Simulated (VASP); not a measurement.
# Si (Fm-3m) in VASP: notebook, part 2 of 2

VASP 6.6.1. Earlier steps stand in the parts before.

### Step 4. Relaxation of cell and atoms, PBE

This run uses another cell than the first one, of 16.00 Å³/atom.

Input file INCAR:

```
PREC     = Accurate       # precision mode
ENCUT    = 500            # plane-wave cutoff, eV
EDIFF    = 1E-7           # SCF threshold, eV
ISMEAR   = -1             # smearing method
SIGMA    = 0.1            # smearing width, eV
LREAL    = False          # projectors in reciprocal space
LASPH    = True           # aspherical terms in the spheres
NELM     = 120            # most SCF steps
ALGO     = Normal         # electronic algorithm
ISIF     = 3              # what is computed and relaxed
LWAVE    = False          # write WAVECAR
LCHARG   = False          # write CHGCAR
GGA      = PE             # functional
IBRION   = 2              # ionic algorithm
NSW      = 60             # ionic steps
EDIFFG   = -0.005         # ionic threshold
GGA_COMPAT= False        
NELMIN   = 4
```

Input file KPOINTS:

```
Automatic mesh
0
Gamma
  17 17 17
```

Input file POSCAR:

```
Si
1.0
    0.0000000000      2.0000000000      2.0000000000
    2.0000000000      0.0000000000      2.0000000000
    2.0000000000      2.0000000000      0.0000000000
Si
1
Direct
    0.0000000000      0.0000000000      0.0000000000
```

Potentials or basis: VASP PAW PBE potentials, release 64 (Si).

On the command line:

```
$ cat potpaw_PBE.64/Si/POTCAR > POTCAR
$ mpirun -np 1 vasp_std > vasp.out
```

OUTCAR:

```text
PREC = Accurate
   ENCUT = 500
   EDIFF = 1E-7
   ISMEAR = -1
   LREAL = False
   LASPH = True
   NELM = 120
   ISIF = 3
   GGA = PE
   IBRION = 2
   NSW = 60
   EDIFFG = -0.005
   NELMIN = 4

 ion  position               nearest neighbor table
   1  0.000  0.000  0.000-

  LATTYP: Found a face centered cubic cell.
 ALAT       =     4.0000000000

  Lattice vectors:

 A1 = (   0.0000000000,   2.0000000000,   2.0000000000)
 A2 = (   2.0000000000,   0.0000000000,   2.0000000000)
 A3 = (   2.0000000000,   2.0000000000,   0.0000000000)

Analysis of symmetry for initial positions (statically):
=====================================================================
 Subroutine PRICEL returns:
 Original cell was already a primitive cell.

 Routine SETGRP: Setting up the symmetry group for a
 face centered cubic supercell.

 Subroutine GETGRP returns: Found 48 space group operations
 (whereof 48 operations were pure point group operations)
 out of a pool of 48 trial point group operations.

The static configuration has the point symmetry O_h .

Analysis of symmetry for dynamics (positions and initial velocities):
=====================================================================
 Subroutine PRICEL returns:
 Original cell was already a primitive cell.

 Routine SETGRP: Setting up the symmetry group for a
 face centered cubic supercell.
[... 134 lines left out ...]
 conjugate gradient relaxation of ions
 non-spin polarized calculation
  energy-cutoff  :      500.00
  volume of cell :       16.00
 maximum number of plane-waves:       419
 NGX is ok and might be reduce to    24
   NGX = 11   NGY = 11   NGZ = 11

--------------------------------------- Ionic step        1  -------------------------------------------

 number of electron       4.0000000 magnetization

 Free energy of the ion-electron system (eV)
  ---------------------------------------------------
  ext. energy  EPLUGINS =         0.00000000
  ---------------------------------------------------
  free energy    TOTEN  =        -4.86073097 eV

  energy without entropy =       -4.84663977  energy(sigma->0) =       -4.85368537

 E-fermi :   8.8936     XC(G=0): -10.7915

 val. band max:        8.8883499436   @ k =  -0.3529   0.4118   0.1765
 cond. band min:       9.0168840791   @ k =  -0.4118   0.4706   0.1176
 fundamental gap:      0.1285341355
 Fermi energy:         8.8935927989

 k-point     1 :       0.0000    0.0000    0.0000
  band No.  band energies     occupation
      1      -4.6615      2.00000
      2      18.8651      0.00000
      3      18.8651      0.00000
      4      18.8651      0.00000
      5      20.4405      0.00000
      6      20.4405      0.00000
[... 276 lines left out ...]
--------------------------------------- Ionic step        3  -------------------------------------------

 number of electron       4.0000000 magnetization

 Free energy of the ion-electron system (eV)
  ---------------------------------------------------
  ext. energy  EPLUGINS =         0.00000000
  ---------------------------------------------------
  free energy    TOTEN  =        -4.89296586 eV

  energy without entropy =       -4.87717557  energy(sigma->0) =       -4.88507072

 E-fermi :  10.1770     XC(G=0): -11.1865

 val. band max:       10.1423859227   @ k =  -0.1765   0.2941   0.1176
 cond. band min:      10.2281208435   @ k =   0.4706   0.3529   0.0588
 fundamental gap:      0.0857349207
 Fermi energy:        10.1770063449

 k-point     1 :       0.0000    0.0000    0.0000
  band No.  band energies     occupation
      1      -4.2923      2.00000
      2      21.2556      0.00000
      3      21.2556      0.00000
      4      21.2556      0.00000
      5      22.0620      0.00000
      6      22.0620      0.00000
[... 235 lines left out ...]
  FREE ENERGIE OF THE ION-ELECTRON SYSTEM (eV)
  ---------------------------------------------------
  free  energy   TOTEN  =        -4.8929658619 eV

  energy  without entropy=       -4.8771755687  energy(sigma->0) =       -4.88507072

 reached required accuracy - stopping structural energy minimisation
```

Run time: 29 s. Hardware: 1 thread of AMD EPYC 7R43 (Zen 3), shared host; peak memory 0.11 GiB.

Results:

| Property | Result |
| --- | --- |
| Free energy | -4.8930 eV |
| Relaxed volume | 14.50 Å³/atom |
| Relaxed cell | a = 2.737 Å, b = 2.737 Å, c = 2.737 Å, α = 60.00°, β = 60.00°, γ = 60.00° |
| Space group after relaxing (to 0.1 Å) | Fm-3m (No. 225) |
| Energy gained by relaxing | 32.2 meV/atom |
| Ionic steps | 3 |
| Pressure after relaxing | 0.0 GPa |
| Band gap on the k mesh | zero (bands 2 and 3 overlap by 14.06 eV) |

The path:
```
step  energy change (eV)  largest force (eV/Å)  pressure (GPa)  volume (Å³)
   1              0.0000                0.0000           -6.35        16.00
   2             -0.0321                0.0000           -0.41        14.58
   3             -0.0322                0.0000           -0.01        14.50
```

Final structure:
```
CELL_PARAMETERS angstrom
0.00000 1.93547 1.93547
1.93547 0.00000 1.93547
1.93547 1.93547 0.00000
ATOMIC_POSITIONS crystal
Si 0.00000 0.00000 0.00000
```

Levels at points of the mesh, in eV from the Fermi level:
```
           k point  band 1  band 2  band 3  band 4  band 5
(0.00, 0.00, 0.00)  -14.47   11.08   11.08   11.08   11.88
```

### Step 5. Summary

| task | cell | k mesh | gap on the mesh (eV) | pressure (GPa) |
| --- | --- | --- | --- | --- |
| single point | a = 2.558 Å, angles 60.0°, 1 atom | 18 × 18 × 18 | none | 25.5 |
| single point | a = 2.738 Å, angles 60.0°, 1 atom | 17 × 17 × 17 | none | -0.1 |
| relaxation of cell and atoms | relaxed from a = 2.828 Å, angles 60.0°, 1 atom | 17 × 17 × 17 | none | 0.0 |

Alike in all rows: level PBE; potentials or basis VASP PAW PBE potentials, release 64 (Si); no spin polarisation; cutoff (eV) 500; smearing fermi-dirac 0.1 eV.

Caveats: the cell stands under pressure (at least some runs).

Absolute energies hang on the potentials; compare differences alone.
